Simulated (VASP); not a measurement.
Crystal: Lu2Si2O.

```
CELL_PARAMETERS angstrom
3.87817 0.00000 0.00000
0.00000 3.87817 0.00000
0.00000 0.00000 6.86350
ATOMIC_POSITIONS crystal
Lu 0.50000 0.50000 0.21605
Lu 0.50000 0.50000 0.78395
Si 0.00000 0.00000 0.38542
Si 0.00000 0.00000 0.61458
O 0.00000 0.00000 0.00000
```

The cell was generated, and may not be a known phase.

| Item | Value |
| --- | --- |
| Program | VASP 6.6.1 |
| Task | relaxation of cell and atoms |
| Functional | PBE |
| Potentials or basis | VASP PAW PBE potentials, release 64 (Lu, Si, O) |
| Cutoff | 600 eV |
| k mesh | 4 × 4 × 4 |
| Occupations | gaussian, width 0.1 eV |
| Spin | no spin polarisation |

At the start: pressure 20.8 GPa; volume 20.65 Å³/atom.

Q: How do energy, volume and symmetry change on relaxing?

A: Over 37 steps the energy falls by 2050.5 meV/atom and the volume is 20.36 Å³/atom (-1.4 %); space group P4/mmm (No. 123, to 0.1 Å) before and after.

Step by step:
```tsv
step	energy change (eV)	largest force (eV/Å)	pressure (GPa)	volume (Å³)
1	0.0000	32.8203	20.78	103.23
2	-7.3393	2.3733	10.07	136.65
3	-7.3335	2.4153	9.98	137.00
4	-7.4142	2.2034	-7.27	174.57
5	-7.9949	1.1990	-1.37	154.91
6	-7.9952	1.2770	-0.35	153.59
7	-8.1526	1.0345	-0.69	156.28
8	-8.1544	1.0620	-0.71	156.03
9	-8.3461	0.8732	-1.88	155.15
10	-8.6859	0.4343	-5.09	152.81
11	-8.5748	1.0503	-10.12	148.18
12	-8.7932	0.3948	-7.28	151.03
13	-8.8698	0.4984	-7.28	149.13
14	-9.0825	0.8464	-6.89	143.53
15	-9.4236	1.6544	-6.53	132.76
16	-9.5407	3.5220	-2.58	112.84
17	-9.6171	2.4348	-5.41	123.73
18	-9.6470	2.8436	-4.54	119.39
19	-9.9141	1.6105	-4.53	113.63
20	-10.0705	1.2182	-3.77	106.15
21	-10.0725	1.2313	-3.66	105.40
22	-10.1504	0.9557	-1.78	103.29
23	-10.1860	0.5155	1.65	100.22
24	-10.2157	0.4367	1.54	99.68
25	-10.2158	0.3948	1.66	99.70
26	-10.2312	0.4159	0.34	100.85
27	-10.2357	0.4330	-0.70	101.92
28	-10.2440	0.2507	-0.31	102.12
29	-10.2442	0.2571	-0.28	102.16
30	-10.2489	0.1640	-0.18	101.97
31	-10.2521	0.0104	0.25	101.62
32	-10.2522	0.0044	0.33	101.64
33	-10.2513	0.0799	0.21	101.81
34	-10.2522	0.0081	0.19	101.65
35	-10.2523	0.0611	0.05	101.88
36	-10.2523	0.0454	0.03	101.83
37	-10.2523	0.0371	0.06	101.80
```

Final structure:
```yaml
crystal:
  lattice:
    - [3.18401, 0.00000, 0.00000]
    - [0.00000, 3.18401, 0.00000]
    - [0.00000, 0.00000, 10.04177]
  atoms:
    - { symbol: Lu, position: [0.50000, 0.50000, 0.33005] }
    - { symbol: Lu, position: [0.50000, 0.50000, 0.66995] }
    - { symbol: Si, position: [0.00000, 0.00000, 0.16353] }
    - { symbol: Si, position: [0.00000, 0.00000, 0.83647] }
    - { symbol: O, position: [0.00000, 0.00000, 0.00000] }
```

Caveat: the k points lie up to 0.49 Å⁻¹ apart in the final cell, too coarse for converged energies and pressures of a metal; a cell axis changed by over 15 % at a fixed basis, so the end point is rough.
